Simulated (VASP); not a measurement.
Input of a VASP 6.6.1 run:

The input INCAR:

```
SYSTEM = FeCu
PREC = Accurate
ENCUT = 520
EDIFF = 1E-6
ISMEAR = -1
SIGMA = 0.05
LREAL = .FALSE.
LASPH = .TRUE.
NELM = 150
ALGO = Fast
ISIF = 2
LWAVE = .FALSE.
LCHARG = .FALSE.
ISPIN = 2
MAGMOM = 3 0.6
LORBIT = 11
LMAXMIX = 4
GGA = PE
NBANDS = 20
```

The input KPOINTS:

```
Automatic mesh
0
G
  11 11 11
  0 0 0
```

The input POSCAR:

```
FeCu
1.0
    0.0000000000      2.1550956313      2.1550956313
    2.1550956313      0.0000000000      2.1550956313
    2.1550956313      2.1550956313      0.0000000000
Fe Cu
1 1
Direct
    0.5000000000      0.5000000000      0.5000000000
    0.0000000000      0.0000000000      0.0000000000
```

Potentials or basis: VASP PAW PBE potentials, release 64 (Fe, Cu).

Run with:

```sh
$ cat potpaw_PBE.64/Fe/POTCAR potpaw_PBE.64/Cu/POTCAR > POTCAR
$ mpirun -np 1 vasp_std > vasp.out
```

Problem. What does it give for the site moments?

Solution. Fe +2.40; Cu +0.19 μB.

Problem. Estimate the pressure.

Solution. 85.0 GPa.

Problem. Predict the net moment.

Solution. 2.61 μB per cell.
